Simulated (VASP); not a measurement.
# MgC2 (P4_2/mnm) in VASP: notebook, part 2 of 2

VASP 6.6.1. The steps go on from the part before.

## (3) Single point, PBE

This run uses another cell than the first one, of 11.94 Å³/atom, 1.045 times its volume.

INCAR reads:

```
PREC     = Accurate       # precision mode
ENCUT    = 520            # plane-wave cutoff, eV
EDIFF    = 1E-6           # SCF threshold, eV
ISMEAR   = 0              # smearing method
SIGMA    = 0.01           # smearing width, eV
LREAL    = False          # projectors in reciprocal space
LASPH    = True           # aspherical terms in the spheres
NELM     = 60             # most SCF steps
ALGO     = Normal         # electronic algorithm
ISIF     = 2              # what is computed and relaxed
LWAVE    = False          # write WAVECAR
LCHARG   = True           # write CHGCAR
GGA      = PE             # functional
LELF     = True           # ELF
LVHAR    = True         
NBANDS   = 19             # bands
```

KPOINTS reads:

```
regular mesh
0
Gamma
  4 4 4
```

POSCAR reads:

```
MgC2
1.0
    3.8424815651      0.0000000000      0.0000000000
    0.0000000000      3.8424815651      0.0000000000
    0.0000000000      0.0000000000      4.8503870368
Mg C
2 4
Direct
    0.5000000000      0.5000000000      0.0000000000
    0.0000000000      0.0000000000      0.5000000000
    0.8876550000      0.8876550000      0.0000000000
    0.6123450000      0.3876550000      0.5000000000
    0.1123450000      0.1123450000      0.0000000000
    0.3876550000      0.6123450000      0.5000000000
```

Potentials or basis: VASP PAW PBE potentials, release 64 (Mg, C).

Run with:

```sh
> cat potpaw_PBE.64/Mg/POTCAR potpaw_PBE.64/C/POTCAR > POTCAR
> mpirun -np 1 vasp_std > vasp.out
```

OUTCAR:

```text
PREC = Accurate
   ENCUT = 520
   EDIFF = 1E-6
   ISMEAR = 0
   LREAL = False
   LASPH = True
   NELM = 60
   ISIF = 2
   GGA = PE

 ion  position               nearest neighbor table
   1  0.500  0.500  0.000-   3 2.11   5 2.11   4 2.50   6 2.50   4 2.50   6 2.50   5 2.78   5 2.78
                             3 2.78   3 2.78   2 3.64   2 3.64   2 3.64   2 3.64   2 3.64   2 3.64
   2  0.000  0.000  0.500-   4 2.11   6 2.11   5 2.50   3 2.50   3 2.50   5 2.50   4 2.78   6 2.78
                             4 2.78   6 2.78   1 3.64   1 3.64   1 3.64   1 3.64   1 3.64   1 3.64
   3  0.888  0.888  0.000-   5 1.22   1 2.11   2 2.50   2 2.50   1 2.78   1 2.78
   4  0.612  0.388  0.500-   6 1.22   2 2.11   1 2.50   1 2.50   2 2.78   2 2.78
   5  0.112  0.112  0.000-   3 1.22   1 2.11   2 2.50   2 2.50   1 2.78   1 2.78
   6  0.388  0.612  0.500-   4 1.22   2 2.11   1 2.50   1 2.50   2 2.78   2 2.78

  LATTYP: Found a simple tetragonal cell.
 ALAT       =     3.8424815651
 C/A-ratio  =     1.2623058705

  Lattice vectors:

 A1 = (   3.8424815651,   0.0000000000,   0.0000000000)
 A2 = (   0.0000000000,   3.8424815651,   0.0000000000)
 A3 = (   0.0000000000,   0.0000000000,   4.8503870368)

Analysis of symmetry for initial positions (statically):
=====================================================================
 Subroutine PRICEL returns:
 Original cell was already a primitive cell.

 Routine SETGRP: Setting up the symmetry group for a
 simple tetragonal supercell.

 Subroutine GETGRP returns: Found 16 space group operations
 (whereof  8 operations were pure point group operations)
 out of a pool of 16 trial point group operations.

The static configuration has the point symmetry D_2h.
 The point group associated with its full space group is D_4h.

Analysis of symmetry for dynamics (positions and initial velocities):
=====================================================================
 Subroutine PRICEL returns:
 Original cell was already a primitive cell.

 Routine SETGRP: Setting up the symmetry group for a
 simple tetragonal supercell.
[... 131 lines left out ...]
   LORBIT       =      0    0 simple, 1 ext, 2 COOP (PROOUT), +10 PAW based schemes
   GGA     = PE    functional components
   LHFCALC =     F    Hartree Fock is set to
   AEXX    =    0.0000 exact exchange contribution
   IVDW    =     0    specifies the selected vdW correction
   LEPSILON=     F    determine dielectric tensor
   LRPA    =     F    only Hartree local field effects (RPA)
 non-spin polarized calculation
 Gauss-broadening in eV      SIGMA  =   0.01
  energy-cutoff  :      520.00
  volume of cell :       71.61
 maximum number of plane-waves:      1948
 NGX is ok and might be reduce to    30
   NGX = 15   NGY = 15   NGZ = 19

 number of electron      20.0000000 magnetization

 Free energy of the ion-electron system (eV)
  ---------------------------------------------------
  ext. energy  EPLUGINS =         0.00000000
  ---------------------------------------------------
  free energy    TOTEN  =       -37.18658676 eV

  energy without entropy =      -37.18658676  energy(sigma->0) =      -37.18658676

 E-fermi :   1.6600     XC(G=0):  -9.8408

 val. band max:        1.6147568321   @ k =   0.5000   0.5000   0.5000
 cond. band min:       4.0771398423   @ k =   0.0000   0.0000   0.0000
 fundamental gap:      2.4623830102
 Fermi energy:         1.6600267672

 k-point     1 :       0.0000    0.0000    0.0000
  band No.  band energies     occupation
      1     -11.6810      2.00000
      2     -10.6742      2.00000
      3      -2.2012      2.00000
      4      -1.5532      2.00000
      5      -1.3706      2.00000
      6      -1.3706      2.00000
[... 373 lines left out ...]
      6      -1.3919      2.00000
[... 11 lines left out ...]
     18      12.6064      0.00000
     19      12.6433      0.00000

------------------------ aborting loop because EDIFF is reached ----------------------------------------

  FORCE on cell =-STRESS in cart. coord.  units (eV):
  Direction    XX          YY          ZZ          XY          YZ          ZX
  --------------------------------------------------------------------------------------
  -------------------------------------------------------------------------------------
  Total        6.2312650      6.2312650      2.2586282      0.0000000      0.0000000      0.0000000
  in kB      139.4077199    139.4077199     50.5307032      0.0000000      0.0000000      0.0000000
  external PRESSURE =     109.7820477 kB  Pullay stress =       0.0000000 kB

 VOLUME and BASIS-vectors are now :
 -----------------------------------------------------------------------------
  energy-cutoff  :      520.00
  volume of cell :       71.61
      direct lattice vectors                 reciprocal lattice vectors
     3.842481565  0.000000000  0.000000000     0.260248483  0.000000000  0.000000000
     0.000000000  3.842481565  0.000000000     0.000000000  0.260248483  0.000000000
     0.000000000  0.000000000  4.850387037     0.000000000  0.000000000  0.206169114

 POSITION                                       TOTAL-FORCE (eV/Angst)
 -----------------------------------------------------------------------------------
      1.92124      1.92124      0.00000         0.000000      0.000000      0.000000
      0.00000      0.00000      2.42519         0.000000      0.000000      0.000000
      3.41080      3.41080      0.00000        -1.721964     -1.721964      0.000000
      2.35292      1.48956      2.42519         1.721964     -1.721964      0.000000
      0.43168      0.43168      0.00000         1.721964      1.721964     -0.000000
      1.48956      2.35292      2.42519        -1.721964      1.721964     -0.000000
 -----------------------------------------------------------------------------------
    total drift:                               -0.000000     -0.000000      0.000000

  FREE ENERGIE OF THE ION-ELECTRON SYSTEM (eV)
  ---------------------------------------------------
  free  energy   TOTEN  =       -37.1865867564 eV

  energy  without entropy=      -37.1865867564  energy(sigma->0) =      -37.18658676
```

Wall time 19 s (1 thread of Intel Xeon Platinum 8488C (Sapphire Rapids), shared host); peak memory 0.18 GiB.

Results:

| Property | Result |
| --- | --- |
| Free energy | -37.1866 eV |
| Pressure | 11.0 GPa |
| Largest force | 2.435 eV/Å |
| Band gap on the k mesh | 2.46 eV, indirect (least direct gap 2.91 eV) |

Forces on the atoms (eV/Å):
```
Mg   0.000  0.000  0.000
Mg   0.000  0.000  0.000
C   -1.722 -1.722  0.000
C    1.722 -1.722  0.000
C    1.722  1.722  0.000
C   -1.722  1.722  0.000
```

Stress tensor (GPa, compression positive):
```
13.94  0.00  0.00
 0.00 13.94  0.00
 0.00  0.00  5.05
```

Caveat: forces of over 1 eV/Å act on the atoms, so gaps and moduli don't describe the material at rest.

## (4) Single point, PBE

This run uses another cell than the first one, of 12.45 Å³/atom, 1.091 times its volume.

INCAR reads:

```
SYSTEM = MgC2
PREC     = Accurate       ! precision mode
ENCUT    = 520            ! plane-wave cutoff, eV
EDIFF    = 1E-6           ! SCF threshold, eV
ISMEAR   = 0              ! smearing method
SIGMA    = 0.01           ! smearing width, eV
LREAL    = .FALSE.        ! projectors in reciprocal space
LASPH    = .TRUE.         ! aspherical terms in the spheres
NELM     = 60             ! most SCF steps
ALGO     = Normal         ! electronic algorithm
ISIF     = 2              ! what is computed and relaxed
LWAVE    = .FALSE.        ! write WAVECAR
LCHARG   = .FALSE.        ! write CHGCAR
GGA      = PE             ! functional
NBANDS   = 19             ! bands
```

KPOINTS reads:

```
Automatic mesh
0
G
  4 4 4
  0 0 0
```

POSCAR, as its differences from that of step 3:

```diff
@@ -2,5 +2,5 @@
 1.0
-    3.8424815651      0.0000000000      0.0000000000
-    0.0000000000      3.8424815651      0.0000000000
-    0.0000000000      0.0000000000      4.8503870368
+    3.8973815762      0.0000000000      0.0000000000
+    0.0000000000      3.8973815762      0.0000000000
+    0.0000000000      0.0000000000      4.9196876430
 Mg C
```

Run with:

```sh
> cat potpaw_PBE.64/Mg/POTCAR potpaw_PBE.64/C/POTCAR > POTCAR
> mpirun -np 1 vasp_std > vasp.out
```

Run time: 19 s. Hardware: 1 thread of Intel Xeon Platinum 8488C (Sapphire Rapids), shared host; peak memory 0.18 GiB.

The run converged. Its results:

- Free energy: -37.3385 eV
- Pressure: 4.8 GPa
- Largest force: 1.148 eV/Å
- Band gap on the k mesh: 2.53 eV, indirect (least direct gap 2.94 eV)

Forces on the atoms (eV/Å):
```
Mg   0.000  0.000  0.000
Mg   0.000  0.000  0.000
C   -0.812 -0.812  0.000
C    0.812 -0.812  0.000
C    0.812  0.812  0.000
C   -0.812  0.812  0.000
```

Stress tensor (GPa, compression positive):
```
6.07 0.00 0.00
0.00 6.07 0.00
0.00 0.00 2.14
```

Levels at points of the mesh, in eV from the valence-band top:
```csv
k point,band 6,band 7,band 8,band 9,band 10,band 11,band 12,band 13,band 14,band 15
"(0.00, 0.00, 0.00)",-3.01,-1.38,-0.49,-0.41,-0.41,2.53,5.30,5.67,5.67,7.19
"(0.50, 0.00, 0.00)",-2.19,-1.71,-1.71,-0.34,-0.34,5.45,5.45,5.56,5.56,7.91
"(0.50, 0.50, 0.00)",-1.86,-1.77,-1.77,-0.99,-0.99,3.91,3.91,6.81,6.81,8.31
"(0.00, 0.00, 0.50)",-2.82,-0.81,-0.81,-0.36,-0.36,3.63,3.63,5.85,5.85,9.36
"(0.50, 0.00, 0.50)",-1.58,-1.35,-1.35,-0.76,-0.76,4.11,4.11,6.58,6.58,9.63
"(0.50, 0.50, 0.50)",-2.83,-2.71,-2.71,0.00,0.00,5.31,5.31,7.94,7.94,8.34
```

Caveat: forces of over 1 eV/Å act on the atoms, so gaps and moduli don't describe the material at rest.

## (5) The runs side by side

| cell | gap on the mesh (eV) | pressure (GPa) | largest force (eV/Å) |
| --- | --- | --- | --- |
| a = 3.786, b = 3.786, c = 4.779 Å, 6 atoms | 2.39 | 18.5 | 3.90 |
| a = 3.842, b = 3.842, c = 4.850 Å, 6 atoms | 2.46 | 11.0 | 2.44 |
| a = 3.897, b = 3.897, c = 4.920 Å, 6 atoms | 2.53 | 4.8 | 1.15 |

Alike in all rows: task single point; level PBE; potentials or basis VASP PAW PBE potentials, release 64 (Mg, C); no spin polarisation; k mesh 4 × 4 × 4; cutoff (eV) 520; smearing gaussian 0.01 eV.

Caveats: forces of over 1 eV/Å act on the atoms, so gaps and moduli don't describe the material at rest.

Total energies depend on the potentials used, so only differences within one code and one set of settings carry meaning.
